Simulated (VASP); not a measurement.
Set up this calculation in VASP 6.6.1, as the native input.

| Quantity | Value |
| --- | --- |
| Task | single point |
| Functional | BLYP |
| Potentials or basis | VASP PAW PBE potentials, release 64 (Ni) |
| Cutoff | 520 eV |
| k mesh | 17 × 17 × 17 |
| Occupations | fermi-dirac, width 0.1 eV |
| Spin | no spin polarisation |
| Dipole correction | no |
| Further INCAR settings | ALGO = Normal; EDIFF = 1e-07; NBANDS = 11 |

The structure of Ni lies in POSCAR:

```
Ni
1.0
   -1.4584080510      1.4584080510      1.4584080510
    1.4584080510     -1.4584080510      1.4584080510
    1.4584080510      1.4584080510     -1.4584080510
Ni
1
Direct
    0.0000000000      0.0000000000      0.0000000000
```

This cell differs from its parent crystal: volume scaled by 1.08.

These files were run (other wordings do the same):

INCAR

```
SYSTEM = Ni
PREC     = Accurate       ! precision mode
ENCUT    = 520            ! plane-wave cutoff, eV
EDIFF    = 1E-7           ! SCF threshold, eV
ISMEAR   = -1             ! smearing method
SIGMA    = 0.1            ! smearing width, eV
LREAL    = .FALSE.        ! projectors in reciprocal space
LASPH    = .TRUE.         ! aspherical terms in the spheres
NELM     = 100            ! most SCF steps
ALGO     = Normal         ! electronic algorithm
ISIF     = 2              ! what is computed and relaxed
LWAVE    = .FALSE.        ! write WAVECAR
LCHARG   = .FALSE.        ! write CHGCAR
GGA      = B5             ! functional
ALDAX    = 1.0          
AGGAX    = 1.0          
AGGAC    = 1.0          
ALDAC    = 0.0          
NBANDS   = 11             ! bands
```

KPOINTS

```
Automatic mesh
0
G
  17 17 17
  0 0 0
```

Potentials or basis: VASP PAW PBE potentials, release 64 (Ni).

Run with:

```sh
$ cat potpaw_PBE.64/Ni/POTCAR > POTCAR
$ mpirun -np 1 vasp_std > vasp.out
```

Results of the run:

```json
{"Pressure": "-10.3 GPa", "Band gap on the k mesh": "zero (band 5 reaches 8.18 eV, above the bottom of band 6 at 7.35 eV)"}
```

Caveat: the PAW data sets were made with another functional, which shifts forces and pressure a little; the run has no spin polarisation, though such a crystal can be magnetic.

Wall time 37 s on 1 thread of Intel Xeon 8259CL, on a shared host, peak memory 0.14 GiB.
